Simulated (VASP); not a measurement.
# Ge (P6_3/mmc) in VASP: notebook

The runs below take Ge through single point, with PBE, r2SCAN.

Everything below comes from runs of VASP 6.6.1. Logs are shortened: lines on timing, memory, paths and dates and some standing lists are left out, and cuts for length are marked.

**1. The cell of the first run**

It takes space group P6_3/mmc (No. 194, hexagonal). Conventional cell: a = 3.998 Å, b = 3.998 Å, c = 6.599 Å, α = 90.00°, β = 90.00°, γ = 120.00°. Ge (site symmetry 3m) has 4 Ge at 2.45 to 2.47 Å within 3.2 Å.

**2. Single point, PBE**

Contents of INCAR:

```
  PREC = Accurate
  ENCUT = 520
  EDIFF = 1E-6
  ISMEAR = 0
  SIGMA = 0.014
  LREAL = F
  LASPH = T
  NELM = 100
  ALGO = Normal
  ISIF = 2
  LWAVE = F
  LCHARG = T
  GGA = PE
  LELF = T
  LVHAR = T
  NBANDS = 36
```

Contents of KPOINTS:

```
Automatic mesh
0
Gamma
  8 8 4
```

Contents of POSCAR:

```
Ge
1.0
    3.9975858431      0.0000000000      0.0000000000
   -1.9987929216      3.4620108940      0.0000000000
    0.0000000000      0.0000000000      6.5993779500
Ge
4
Direct
    0.3333333333      0.6666666667      0.9370987500
    0.6666666667      0.3333333333      0.4370987500
    0.3333333333      0.6666666667      0.5629012500
    0.6666666667      0.3333333333      0.0629012500
```

Potentials or basis: VASP PAW PBE potentials, release 64 (Ge_d).

The run is started by

```sh
> cat potpaw_PBE.64/Ge_d/POTCAR > POTCAR
> mpirun -np 1 vasp_std > vasp.out
```

OUTCAR:

```text
PREC = Accurate
   ENCUT = 520
   EDIFF = 1E-6
   ISMEAR = 0
   LREAL = F
   LASPH = T
   NELM = 100
   ISIF = 2
   GGA = PE

 ion  position               nearest neighbor table
   1  0.333  0.667  0.937-   4 2.45   4 2.45   4 2.45   3 2.47
   2  0.667  0.333  0.437-   3 2.45   3 2.45   3 2.45   4 2.47
   3  0.333  0.667  0.563-   2 2.45   2 2.45   2 2.45   1 2.47
   4  0.667  0.333  0.063-   1 2.45   1 2.45   1 2.45   2 2.47

  LATTYP: Found a hexagonal cell.
 ALAT       =     3.9975858431
 C/A-ratio  =     1.6508408347

  Lattice vectors:

 A1 = (   3.9975858431,   0.0000000000,   0.0000000000)
 A2 = (  -1.9987929216,   3.4620108940,   0.0000000000)
 A3 = (   0.0000000000,   0.0000000000,   6.5993779500)

Analysis of symmetry for initial positions (statically):
=====================================================================
 Subroutine PRICEL returns:
 Original cell was already a primitive cell.

 Routine SETGRP: Setting up the symmetry group for a
 hexagonal supercell.

 Subroutine GETGRP returns: Found 24 space group operations
 (whereof 12 operations were pure point group operations)
 out of a pool of 24 trial point group operations.

The static configuration has the point symmetry D_3d.
 The point group associated with its full space group is D_6h.

Analysis of symmetry for dynamics (positions and initial velocities):
=====================================================================
 Subroutine PRICEL returns:
 Original cell was already a primitive cell.

 Routine SETGRP: Setting up the symmetry group for a
 hexagonal supercell.

 Subroutine GETGRP returns: Found 24 space group operations
 (whereof 12 operations were pure point group operations)
 out of a pool of 24 trial point group operations.

The dynamic configuration has the point symmetry D_3d.
 The point group associated with its full space group is D_6h.

 Subroutine INISYM returns: Found 24 space group operations
 (whereof 12 operations are pure point group operations),
 and found     1 'primitive' translations

----------------------------------------------------------------------------------------

                                     Primitive cell

  volume of cell :      91.3333

  direct lattice vectors                    reciprocal lattice vectors
     3.997585843  0.000000000  0.000000000     0.250150976  0.144424733  0.000000000
    -1.998792922  3.462010894  0.000000000     0.000000000  0.288849467  0.000000000
     0.000000000  0.000000000  6.599377950     0.000000000  0.000000000  0.151529433

[... 88 lines left out ...]
   LREAL  =      F    real-space projection
   EDIFFG = 0.1E-04   stopping-criterion for IOM
   NSW    =      0    number of steps for IOM
   IBRION =     -1    ionic relax: 0-MD 1-quasi-New 2-CG
   NFREE  =      0    steps in history (QN), initial steepest desc. (CG)
   ISIF   =      2    stress and relaxation
   ISYM   =      2    0-nonsym 1-usesym 2-fastsym
   POTIM  = 0.5000    time-step for ionic-motion
   TEBEG  =    0.0;   TEEND  =   0.0 temperature during run
   PSTRESS=    0.0 pullay stress
   NELECT =      56.0000    total number of electrons
   NUPDOWN=      -1.0000    fix difference up-down
   EMIN   =  10.00;   EMAX   =-10.00  energy-range for DOS
   EFERMI =   0.00;   METHOD = LEGACY
   ISMEAR =     0;   SIGMA  =   0.01  broadening in eV -4-tet -1-fermi 0-gaus
   EFERMI_NEDOS =   21; number of points for ismear=-14 and -15
   IALGO  =     38    algorithm
   IMIX   =      4    mixing-type and parameters
     AMIX     =   0.40;   BMIX     =  1.00
     AMIX_MAG =   1.60;   BMIX_MAG =  1.00
  volume/ion in A,a.u.               =      22.83       154.09
  Fermi-wavevector in a.u.,A,eV,Ry     =   1.390789  2.628209 26.317650  1.934293
  Thomas-Fermi vector in A             =   2.514690
   LORBIT       =      0    0 simple, 1 ext, 2 COOP (PROOUT), +10 PAW based schemes
   GGA     = PE    functional components
   LHFCALC =     F    Hartree Fock is set to
   AEXX    =    0.0000 exact exchange contribution
   IVDW    =     0    specifies the selected vdW correction
   LEPSILON=     F    determine dielectric tensor
   LRPA    =     F    only Hartree local field effects (RPA)
 non-spin polarized calculation
 Gauss-broadening in eV      SIGMA  =   0.01
  energy-cutoff  :      520.00
  volume of cell :       91.33
 maximum number of plane-waves:      2491
 NGX is ok and might be reduce to    30
   NGX = 15   NGY = 15   NGZ = 25

 number of electron      56.0000053 magnetization

 Free energy of the ion-electron system (eV)
  ---------------------------------------------------
  ext. energy  EPLUGINS =         0.00000000
  ---------------------------------------------------
  free energy    TOTEN  =       -17.95953458 eV

  energy without entropy =      -17.95953458  energy(sigma->0) =      -17.95953458

 E-fermi :   5.0218     XC(G=0):  -9.8793

 val. band max:        4.9590986046   @ k =   0.0000   0.0000   0.0000
 cond. band min:       5.0804832622   @ k =   0.0000   0.0000   0.0000
 fundamental gap:      0.1213846576
 Fermi energy:         5.0218434856

 k-point     1 :       0.0000    0.0000    0.0000
  band No.  band energies     occupation
      1     -19.9305      2.00000
      2     -19.9305      2.00000
      3     -19.8924      2.00000
      4     -19.8924      2.00000
      5     -19.8924      2.00000
      6     -19.8795      2.00000
[... 925 lines left out ...]
     35      12.4273      0.00000
     36      12.4273      0.00000

 [... further k-points ...]

------------------------ aborting loop because EDIFF is reached ----------------------------------------

  FORCE on cell =-STRESS in cart. coord.  units (eV):
  Direction    XX          YY          ZZ          XY          YZ          ZX
  --------------------------------------------------------------------------------------
  -------------------------------------------------------------------------------------
  Total        1.6801369      1.6801369      1.5532056     -0.0000000      0.0000000      0.0000000
  in kB       29.4731141     29.4731141     27.2464735     -0.0000000      0.0000000      0.0000000
  external PRESSURE =      28.7309006 kB  Pullay stress =       0.0000000 kB

 VOLUME and BASIS-vectors are now :
 -----------------------------------------------------------------------------
  energy-cutoff  :      520.00
  volume of cell :       91.33
      direct lattice vectors                 reciprocal lattice vectors
     3.997585843  0.000000000  0.000000000     0.250150976  0.144424733  0.000000000
    -1.998792922  3.462010894  0.000000000     0.000000000  0.288849467  0.000000000
     0.000000000  0.000000000  6.599377950     0.000000000  0.000000000  0.151529433

 POSITION                                       TOTAL-FORCE (eV/Angst)
 -----------------------------------------------------------------------------------
     -0.00000      2.30801      6.18427         0.000000      0.000000     -0.018862
      1.99879      1.15400      2.88458         0.000000      0.000000     -0.018862
     -0.00000      2.30801      3.71480        -0.000000      0.000000      0.018862
      1.99879      1.15400      0.41511         0.000000     -0.000000      0.018862
 -----------------------------------------------------------------------------------
    total drift:                               -0.000000      0.000000     -0.000000

  FREE ENERGIE OF THE ION-ELECTRON SYSTEM (eV)
  ---------------------------------------------------
  free  energy   TOTEN  =       -17.9595345753 eV

  energy  without entropy=      -17.9595345753  energy(sigma->0) =      -17.95953458
```

It took 2.6 min on 1 thread of Intel Xeon 8259CL, shared host; peak memory 0.24 GiB.

What came out:

- Free energy: -17.9595 eV
- Pressure: 2.9 GPa
- Largest force: 0.019 eV/Å
- Band gap on the k mesh: 0.12 eV, direct

Forces in eV/Å, atoms in the order of the input:
```
Ge   0.000  0.000 -0.019
Ge   0.000  0.000 -0.019
Ge   0.000  0.000  0.019
Ge   0.000  0.000  0.019
```

A k mesh can miss the band edges.

**3. Single point, PBE**

Contents of INCAR:

```
SYSTEM = Ge
ALGO     = Normal         ! electronic algorithm
EDIFF    = 1E-6           ! SCF threshold, eV
ENCUT    = 520            ! plane-wave cutoff, eV
GGA      = PE             ! functional
ISIF     = 2              ! what is computed and relaxed
ISMEAR   = 0              ! smearing method
LASPH    = .True.         ! aspherical terms in the spheres
LCHARG   = .True.         ! write CHGCAR
LELF     = .True.         ! ELF
LREAL    = .False.        ! projectors in reciprocal space
LVHAR    = .True.       
LWAVE    = .False.        ! write WAVECAR
NBANDS   = 36             ! bands
NELM     = 80             ! most SCF steps
PREC     = Accurate       ! precision mode
SIGMA    = 0.015          ! smearing width, eV
```

Contents of KPOINTS:

```
k-points
0
Gamma
  8 8 4
  0 0 0
```

POSCAR is that of step 2.

Potentials or basis: VASP PAW PBE potentials, release 64 (Ge_d).

The run is started by

```sh
> cat potpaw_PBE.64/Ge_d/POTCAR > POTCAR
> mpirun -np 1 vasp_std > vasp.out
```

It took 2.5 min on 1 thread of Intel Xeon 8259CL, shared host; peak memory 0.23 GiB.

It converged, with:

```
Free energy            : -17.9595 eV
Pressure               : 2.9 GPa
Largest force          : 0.019 eV/Å
Band gap on the k mesh : 0.12 eV, direct
```

Forces in eV/Å, atoms in the order of the input:
```
Ge   0.000  0.000 -0.019
Ge   0.000  0.000 -0.019
Ge   0.000  0.000  0.019
Ge   0.000  0.000  0.019
```

Stress tensor (GPa, compression positive):
```
2.95 0.00 0.00
0.00 2.95 0.00
0.00 0.00 2.72
```

Levels at points of the mesh, in eV from the valence-band top:
```tsv
k point	band 26	band 27	band 28	band 29	band 30	band 31
(0.00, 0.00, 0.00)	-0.15	-0.07	0.00	0.12	0.12	2.27
(0.50, 0.00, 0.00)	-3.06	-2.80	-1.44	0.55	1.66	3.58
(0.00, 0.00, 0.50)	-0.85	-0.85	-0.85	0.70	0.70	3.38
(0.50, 0.00, 0.50)	-2.54	-2.40	-2.40	0.54	0.54	2.13
```

A k mesh can miss the band edges.

**4. Single point, r2SCAN**

This run uses another cell than the first one, of 21.46 Å³/atom, 0.940 times its volume.

Contents of POSCAR:

```
Ge
1.0
    3.9159795603      0.0000000000      0.0000000000
   -1.9579897802      3.3913377800      0.0000000000
    0.0000000000      0.0000000000      6.4646589660
Ge
4
Direct
    0.3333333333      0.6666666667      0.9370987500
    0.6666666667      0.3333333333      0.4370987500
    0.3333333333      0.6666666667      0.5629012500
    0.6666666667      0.3333333333      0.0629012500
```

Contents of INCAR.step1:

```
PREC = Accurate ; ENCUT = 520
ISMEAR = -1 ; SIGMA = 0.05
LREAL = F ; LASPH = T
NELM = 100 ; NBANDS = 36
GGA = PE ; ALGO = Normal
EDIFF = 1E-4 ; LWAVE = T
LCHARG = F
```

Contents of INCAR.step2:

```
PREC = Accurate ; ENCUT = 520
EDIFF = 1E-6 ; ISMEAR = -1
SIGMA = 0.05 ; LREAL = F
LASPH = T ; NELM = 100
ALGO = Normal ; ISIF = 2
LWAVE = F ; LCHARG = F
METAGGA = R2SCAN ; LMIXTAU = T
NBANDS = 36 ; ISTART = 1
```

Contents of KPOINTS:

```
regular mesh
0
Gamma
  8 8 4
```

The run is started by

```sh
> cat potpaw_PBE.64/Ge_d/POTCAR > POTCAR
> cp INCAR.step1 INCAR
> mpirun -np 1 vasp_std > vasp.out
> cp INCAR.step2 INCAR
> mpirun -np 1 vasp_std > vasp.out
```

Run time: 3.6 min. Hardware: 1 thread of Intel Xeon Platinum 8559C (Emerald Rapids), shared host; peak memory 0.23 GiB.

Results (log left out):

| Property | Result |
| --- | --- |
| Free energy | -55.3267 eV |
| Pressure | 5.1 GPa |
| Largest force | 0.039 eV/Å |
| Band gap on the k mesh | 0.23 eV, direct |

Forces on the atoms (eV/Å):
```
Ge   0.000  0.000 -0.039
Ge   0.000  0.000 -0.039
Ge   0.000  0.000  0.039
Ge   0.000  0.000  0.039
```

Levels at points of the mesh, in eV from the valence-band top:
| k point | band 25 | band 26 | band 27 | band 28 | band 29 | band 30 | band 31 | band 32 |
| --- | --- | --- | --- | --- | --- | --- | --- | --- |
| (0.00, 0.00, 0.00) | -1.81 | -0.32 | 0.00 | 0.00 | 0.23 | 0.83 | 2.27 | 2.27 |
| (0.50, 0.00, 0.00) | -5.22 | -3.59 | -3.28 | -1.77 | 0.55 | 2.01 | 3.70 | 3.84 |
| (0.00, 0.00, 0.50) | -1.11 | -1.11 | -1.11 | -1.11 | 1.05 | 1.05 | 3.49 | 3.49 |
| (0.50, 0.00, 0.50) | -2.96 | -2.96 | -2.86 | -2.86 | 0.66 | 0.66 | 2.20 | 2.20 |

Caveat: the PAW data sets were made with another functional, which shifts forces and pressure a little.

**5. Single point, r2SCAN**

This run uses another cell than the first one, of 21.92 Å³/atom, 0.960 times its volume.

Contents of POSCAR:

```
Ge
1.0
    3.9435577898      0.0000000000      0.0000000000
   -1.9717788949      3.4152212273      0.0000000000
    0.0000000000      0.0000000000      6.5101862333
Ge
4
Direct
    0.3333333333      0.6666666667      0.9370987500
    0.6666666667      0.3333333333      0.4370987500
    0.3333333333      0.6666666667      0.5629012500
    0.6666666667      0.3333333333      0.0629012500
```

Contents of INCAR.step1:

```
PREC     = Accurate       # precision mode
ENCUT    = 520            # plane-wave cutoff, eV
ISMEAR   = -1             # smearing method
SIGMA    = 0.05           # smearing width, eV
LREAL    = False          # projectors in reciprocal space
LASPH    = True           # aspherical terms in the spheres
NELM     = 100            # most SCF steps
NBANDS   = 36             # bands
GGA      = PE             # functional
ALGO     = Normal         # electronic algorithm
EDIFF    = 1E-4           # SCF threshold, eV
LWAVE    = True           # write WAVECAR
LCHARG   = False          # write CHGCAR
```

Contents of INCAR.step2:

```
PREC     = Accurate       # precision mode
ENCUT    = 520            # plane-wave cutoff, eV
EDIFF    = 1E-6           # SCF threshold, eV
ISMEAR   = -1             # smearing method
SIGMA    = 0.05           # smearing width, eV
LREAL    = False          # projectors in reciprocal space
LASPH    = True           # aspherical terms in the spheres
NELM     = 100            # most SCF steps
ALGO     = Normal         # electronic algorithm
ISIF     = 2              # what is computed and relaxed
LWAVE    = False          # write WAVECAR
LCHARG   = True           # write CHGCAR
METAGGA  = R2SCAN         # meta-GGA
LMIXTAU  = True         
LELF     = True           # ELF
LVHAR    = True         
NBANDS   = 36             # bands
ISTART   = 1
```

KPOINTS is that of step 4.

The run is started by

```sh
> cat potpaw_PBE.64/Ge_d/POTCAR > POTCAR
> cp INCAR.step1 INCAR
> mpirun -np 1 vasp_std > vasp.out
> cp INCAR.step2 INCAR
> mpirun -np 1 vasp_std > vasp.out
```

Run time: 3.3 min. Hardware: 1 thread of Intel Xeon Platinum 8559C (Emerald Rapids), shared host; peak memory 0.24 GiB.

The run converged. Its results:

```
Free energy            : -55.3748 eV
Pressure               : 3.2 GPa
Largest force          : 0.025 eV/Å
Band gap on the k mesh : 0.17 eV, direct
```

Forces on the atoms (eV/Å):
```
Ge   0.000  0.000 -0.025
Ge   0.000  0.000 -0.025
Ge   0.000  0.000  0.025
Ge   0.000  0.000  0.025
```

Levels at points of the mesh, in eV from the valence-band top:
| k point | band 24 | band 25 | band 26 | band 27 | band 28 | band 29 | band 30 | band 31 | band 32 | band 33 |
| --- | --- | --- | --- | --- | --- | --- | --- | --- | --- | --- |
| (0.00, 0.00, 0.00) | -1.77 | -1.77 | -0.31 | 0.00 | 0.00 | 0.17 | 0.63 | 2.28 | 2.28 | 2.84 |
| (0.50, 0.00, 0.00) | -7.21 | -5.10 | -3.50 | -3.19 | -1.73 | 0.58 | 1.95 | 3.71 | 3.84 | 4.56 |
| (0.00, 0.00, 0.50) | -5.13 | -1.08 | -1.08 | -1.08 | -1.08 | 0.98 | 0.98 | 3.48 | 3.48 | 3.48 |
| (0.50, 0.00, 0.50) | -8.45 | -2.90 | -2.90 | -2.78 | -2.78 | 0.65 | 0.65 | 2.22 | 2.22 | 6.48 |

Caveat: the PAW data sets were made with another functional, which shifts forces and pressure a little. A k mesh can miss the band edges.

**6. Overview**

| level | cell | smearing | gap on the mesh (eV) | pressure (GPa) | largest force (eV/Å) |
| --- | --- | --- | --- | --- | --- |
| PBE | a = 3.998, b = 3.998, c = 6.599 Å, angles 90.0, 90.0, 120.0°, 4 atoms | gaussian 0.014 eV | 0.12 | 2.9 | 0.02 |
| PBE | a = 3.998, b = 3.998, c = 6.599 Å, angles 90.0, 90.0, 120.0°, 4 atoms | gaussian 0.015 eV | 0.12 | 2.9 | 0.02 |
| r2SCAN | a = 3.916, b = 3.916, c = 6.465 Å, angles 90.0, 90.0, 120.0°, 4 atoms | fermi-dirac 0.05 eV | 0.23 | 5.1 | 0.04 |
| r2SCAN | a = 3.944, b = 3.944, c = 6.510 Å, angles 90.0, 90.0, 120.0°, 4 atoms | fermi-dirac 0.05 eV | 0.17 | 3.2 | 0.03 |

Alike in all rows: task single point; potentials or basis VASP PAW PBE potentials, release 64 (Ge_d); no spin polarisation; k mesh 8 × 8 × 4; cutoff (eV) 520.

Caveats: the PAW data sets were made with another functional, which shifts forces and pressure a little (some runs).

Absolute energies hang on the potentials; compare differences alone.
